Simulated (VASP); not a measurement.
# Sb (P4/m) in VASP: a series of runs, part 2 of 2

VASP 6.6.1. Earlier steps stand in the parts before.

### Step 3. Relaxation of cell and atoms, PBE

File INCAR:

```
PREC = Accurate
ENCUT = 600
EDIFF = 1E-6
ISMEAR = 0
SIGMA = 0.1
LREAL = False
LASPH = True
NELM = 100
ALGO = Normal
ISIF = 3
LWAVE = False
LCHARG = False
GGA = PE
IBRION = 2
NSW = 90
EDIFFG = -0.04
```

File KPOINTS:

```
regular mesh
0
Gamma
  4 4 4
```

File POSCAR:

```
Sb
1.0
    5.5957511800      0.0000000000      0.0000000000
    0.0000000000      5.5957511800      0.0000000000
    0.0000000000      0.0000000000      4.2635509200
Sb
4
Direct
    0.1518950200      0.3418392300      0.5000000000
    0.8481049800      0.6581607700      0.5000000000
    0.6581607700      0.1518950200      0.5000000000
    0.3418392300      0.8481049800      0.5000000000
```

Potentials or basis: VASP PAW PBE potentials, release 64 (Sb).

The run is started by

```bash
cat potpaw_PBE.64/Sb/POTCAR > POTCAR
mpirun -np 1 vasp_std > vasp.out
```

OUTCAR:

```text
PREC = Accurate
   ENCUT = 600
   EDIFF = 1E-6
   ISMEAR = 0
   LREAL = False
   LASPH = True
   NELM = 100
   ISIF = 3
   GGA = PE
   IBRION = 2
   NSW = 90
   EDIFFG = -0.04

 ion  position               nearest neighbor table
   1  0.152  0.342  0.500-   2 2.45   3 2.96   4 2.96   4 3.03   3 3.03
   2  0.848  0.658  0.500-   1 2.45   3 2.96   4 2.96   3 3.03   4 3.03
   3  0.658  0.152  0.500-   4 2.45   2 2.96   1 2.96   2 3.03   1 3.03
   4  0.342  0.848  0.500-   3 2.45   2 2.96   1 2.96   2 3.03   1 3.03

  LATTYP: Found a simple tetragonal cell.
 ALAT       =     5.5957511800
 C/A-ratio  =     0.7619264658

  Lattice vectors:

 A1 = (   5.5957511800,   0.0000000000,   0.0000000000)
 A2 = (   0.0000000000,   5.5957511800,   0.0000000000)
 A3 = (   0.0000000000,   0.0000000000,   4.2635509200)

Analysis of symmetry for initial positions (statically):
=====================================================================
 Subroutine PRICEL returns:
 Original cell was already a primitive cell.

 Routine SETGRP: Setting up the symmetry group for a
 simple tetragonal supercell.

 Subroutine GETGRP returns: Found  8 space group operations
 (whereof  8 operations were pure point group operations)
 out of a pool of 16 trial point group operations.

The static configuration has the point symmetry C_4h.

Analysis of symmetry for dynamics (positions and initial velocities):
=====================================================================
 Subroutine PRICEL returns:
 Original cell was already a primitive cell.

[... 287 lines left out ...]
     13       6.6779      0.00000
     14       8.1784      0.00000
[... 275 lines left out ...]
      1      -5.0976      2.00000
      2      -5.0976      2.00000
      3      -4.0067      2.00000
      4      -3.5910      2.00000
      5       2.0747      2.00000
      6       2.0747      2.00000
      7       2.8841      2.00000
      8       3.1609      2.00000
      9       3.6838      2.00000
     10       3.6838      2.00000
     11       4.0265      2.00000
     12       4.1509      1.99989
     13       5.2297      0.00000
     14       5.2297      0.00000

[... ionic steps 4 to 34 ...]

--------------------------------------- Ionic step       35  -------------------------------------------

 number of electron      19.9999999 magnetization

------------------------ aborting loop because EDIFF is reached ----------------------------------------
[... 71 lines left out ...]
--------------------------------------- Ionic step       37  -------------------------------------------

 number of electron      20.0000000 magnetization

 Free energy of the ion-electron system (eV)
  ---------------------------------------------------
  ext. energy  EPLUGINS =         0.00000000
  ---------------------------------------------------
  free energy    TOTEN  =       -15.98622329 eV

  energy without entropy =      -15.98120913  energy(sigma->0) =      -15.98371621

 E-fermi :   6.8448     XC(G=0):  -9.5616

 val. band max:        6.5449363791   @ k =   0.2500   0.2500   0.2500
 cond. band min:       6.8635620178   @ k =   0.0000   0.0000   0.2500
 fundamental gap:      0.3186256387
 Fermi energy:         6.8448150522

 k-point     1 :       0.0000    0.0000    0.0000
  band No.  band energies     occupation
      1      -5.3816      2.00000
      2      -2.7050      2.00000
      3      -2.7050      2.00000
      4       0.1702      2.00000
      5       1.3747      2.00000
      6       1.3770      2.00000
      7       3.5658      2.00000
      8       3.5658      2.00000
      9       8.8841      0.00000
     10       9.2635      0.00000
     11      10.8175      0.00000
     12      10.8175      0.00000
     13      11.0676      0.00000
     14      11.0676      0.00000
[... 318 lines left out ...]
  FREE ENERGIE OF THE ION-ELECTRON SYSTEM (eV)
  ---------------------------------------------------
  free  energy   TOTEN  =       -15.9862232928 eV

  energy  without entropy=      -15.9812091299  energy(sigma->0) =      -15.98371621

 reached required accuracy - stopping structural energy minimisation
```

OSZICAR:

```text
N       E                     dE             d eps       ncg     rms          rms(c)
DAV:   1     0.113280958099E+03    0.11328E+03   -0.74860E+03   504   0.125E+03
DAV:   2    -0.416258047527E+01   -0.11744E+03   -0.11447E+03   670   0.187E+02
DAV:   3    -0.118259920609E+02   -0.76634E+01   -0.74319E+01   642   0.533E+01
[... 296 lines left out ...]
DAV:   2    -0.159867641166E+02    0.95855E-03   -0.15039E-03   556   0.222E-01    0.932E-02
DAV:   3    -0.159862243818E+02    0.53973E-03   -0.10846E-03   504   0.161E-01    0.288E-02
DAV:   4    -0.159862251896E+02   -0.80782E-06   -0.21188E-05   622   0.279E-02    0.235E-02
DAV:   5    -0.159862235660E+02    0.16237E-05   -0.16347E-06   318   0.902E-03    0.500E-03
DAV:   6    -0.159862232928E+02    0.27314E-06   -0.17257E-07   270   0.340E-03
  37 F= -.15986223E+02 E0= -.15983716E+02  d E =-.397417E-02
```

It took 31 min on 1 thread of AMD EPYC 7R13, shared host; peak memory 0.27 GiB.

What came out:

```
Free energy                            : -15.9862 eV
Relaxed volume                         : 30.30 Å³/atom
Relaxed cell                           : a = 6.086 Å, b = 6.086 Å, c = 3.272 Å, α = 90.00°, β = 90.00°, γ = 90.00°
Space group after relaxing (to 0.05 Å) : P4/mbm (No. 127)
Energy gained by relaxing              : 1037.0 meV/atom
Ionic steps                            : 37
Pressure after relaxing                : -0.1 GPa
Largest force after relaxing           : 0.026 eV/Å
Band gap on the k mesh                 : zero (band 10 reaches 9.26 eV, above the bottom of band 11 at 5.00 eV)
```

Forces on the atoms (eV/Å):
```
Sb  -0.007 -0.025  0.000
Sb   0.007  0.025  0.000
Sb   0.025 -0.007  0.000
Sb  -0.025  0.007  0.000
```

Step by step:
```csv
step,energy change (eV),largest force (eV/Å),pressure (GPa),volume (Å³)
1,0.0000,4.2658,14.82,133.50
2,-0.8617,0.2126,-7.49,199.47
3,-2.1407,0.4650,-2.94,162.52
4,-2.1471,0.4882,-2.60,161.30
5,-2.1508,0.5301,-2.00,159.26
6,-2.4398,0.5313,-1.87,150.69
7,-3.0087,0.5123,-1.00,136.92
8,-3.7424,0.3883,5.64,110.87
9,-3.7502,0.3292,2.98,116.87
10,-3.7679,0.3476,3.92,114.46
11,-3.8421,0.2879,3.71,113.32
12,-3.8452,0.2265,3.81,112.70
13,-3.8473,0.2465,3.75,112.94
14,-3.8951,0.2193,2.24,115.47
15,-3.9231,0.1864,-0.71,121.64
16,-3.9265,0.1905,-0.09,120.17
17,-3.9265,0.1910,-0.03,120.02
18,-3.9287,0.1898,-0.02,120.01
19,-3.9350,0.1868,-0.01,119.99
20,-3.9477,0.1985,0.09,119.95
21,-3.9737,0.1900,0.28,119.87
22,-4.0092,0.1775,0.69,119.70
23,-4.0372,0.3136,1.56,119.35
24,-4.0394,0.3133,1.51,119.45
25,-4.0455,0.3123,1.37,119.72
26,-4.0563,0.3096,1.10,120.28
27,-4.0720,0.3030,0.55,121.40
28,-4.0847,0.3098,-0.53,123.65
29,-4.0898,0.2989,-0.49,123.41
30,-4.1029,0.2656,-0.37,122.70
31,-4.1210,0.2349,-0.06,121.28
32,-4.1060,0.0127,0.97,118.46
33,-4.1254,0.1678,0.20,120.39
34,-4.1347,0.1216,0.32,120.12
35,-4.1442,0.0230,0.69,119.51
36,-4.1474,0.0245,0.30,120.39
37,-4.1481,0.0258,-0.05,121.19
```

Final structure:
```cif
data_structure
_symmetry_space_group_name_H-M 'P 1'
_symmetry_Int_Tables_number 1
_cell_length_a 6.0861
_cell_length_b 6.0861
_cell_length_c 3.2718
_cell_angle_alpha 90.000
_cell_angle_beta 90.000
_cell_angle_gamma 90.000
_cell_volume 121.19
loop_
_atom_site_label
_atom_site_type_symbol
_atom_site_fract_x
_atom_site_fract_y
_atom_site_fract_z
_atom_site_occupancy
Sb1 Sb 0.24618 0.25447 0.50000 1
Sb2 Sb 0.75382 0.74553 0.50000 1
Sb3 Sb 0.74553 0.24618 0.50000 1
Sb4 Sb 0.25447 0.75382 0.50000 1
```

Levels at points of the mesh, in eV from the Fermi level:
```tsv
k point	band 7	band 8	band 9	band 10	band 11	band 12	band 13	band 14
(0.00, 0.00, 0.00)	-3.28	-3.28	2.04	2.42	3.97	3.97	4.22	4.22
(0.50, 0.00, 0.00)	-1.59	-1.57	0.81	0.84	2.92	2.93	4.85	4.87
(0.50, 0.50, 0.00)	-0.97	-0.96	-0.38	-0.38	-0.37	-0.34	3.82	3.82
(0.00, 0.00, 0.50)	-3.91	-2.97	-2.97	-1.85	-1.85	-0.79	2.30	2.30
(0.50, 0.00, 0.50)	-3.08	-3.07	-2.10	-2.09	0.08	0.10	2.51	2.54
(0.50, 0.50, 0.50)	-3.49	-3.48	0.50	0.53	0.53	0.54	1.52	1.52
```

Caveat: the k points lie up to 0.48 Å⁻¹ apart in the final cell; spin-orbit coupling is left out, which moves the levels of the heavy elements.
